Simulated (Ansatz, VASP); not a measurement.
# GaSi2: VASP beside Ansatz

Contents of INCAR:

```
PREC = Accurate ; ENCUT = 520
EDIFF = 1E-6 ; ISMEAR = 0
SIGMA = 0.1 ; LREAL = False
LASPH = True ; NELM = 100
ALGO = Normal ; ISIF = 2
LWAVE = False ; LCHARG = False
GGA = PE ; NBANDS = 18
```

Contents of KPOINTS:

```
Automatic mesh
0
Gamma
  6 6 4
```

Contents of POSCAR:

```
GaSi2
1.0
    3.2264893300      0.0000000000      0.0000000000
   -1.6132446600      2.7942217200      0.0000000000
    0.0000000000      0.0000000000      5.0861810100
Ga Si
1 2
Direct
    0.0000000000      0.0000000000      0.0000000000
    0.6666666700      0.3333333300      0.7249647000
    0.6666666700      0.3333333300      0.2750353000
```

Input for Ansatz:

```yaml
crystal:
  lattice:
    - [3.22648933, 0.0, 0.0]
    - [-1.61324466, 2.79422172, 0.0]
    - [0.0, 0.0, 5.08618101]
  atoms:
    - { symbol: Ga, position: [0.0, 0.0, 0.0] }
    - { symbol: Si, position: [0.66666667, 0.33333333, 0.7249647] }
    - { symbol: Si, position: [0.66666667, 0.33333333, 0.2750353] }
basis:
  ecutwfc: 420
kpoints:
  mp_grid: { grid: [6, 6, 4] }
hamiltonian:
  xc: pbe
scf:
  occupations: { method: gaussian, width: 0.1 }
  lower_state_search: "off"
output:
  forces: true
  stress: true
  eigenvalues: true
```

Alike in both runs: task single point; functional PBE; k mesh 6 × 6 × 4; occupations gaussian, width 0.1 eV; no spin polarisation.

|  | VASP | Ansatz |
| --- | --- | --- |
| version | VASP 6.6.1 | Ansatz 0.2.0 |
| potentials or method | VASP PAW PBE potentials, release 64 (Ga_d, Si), cutoff 520 eV | scalar-relativistic, plane waves, PAW |
| valence electrons in the cell | 21 | 21 |

```csv
,VASP,Ansatz,Ansatz less VASP
gap on the k mesh at the Fermi level (eV),none,none,-
rms of the force components (eV/Å),0.495,0.492,-0.0033
```

Atom by atom the forces differ by 0.003 eV/Å (rms over components). A gap of «none» marks a metal or a gap that the smearing closes. The functional is the same, so the differences come from potentials, cutoffs and numerics.

The k mesh is coarse, so the values compare programs but aren't converged.
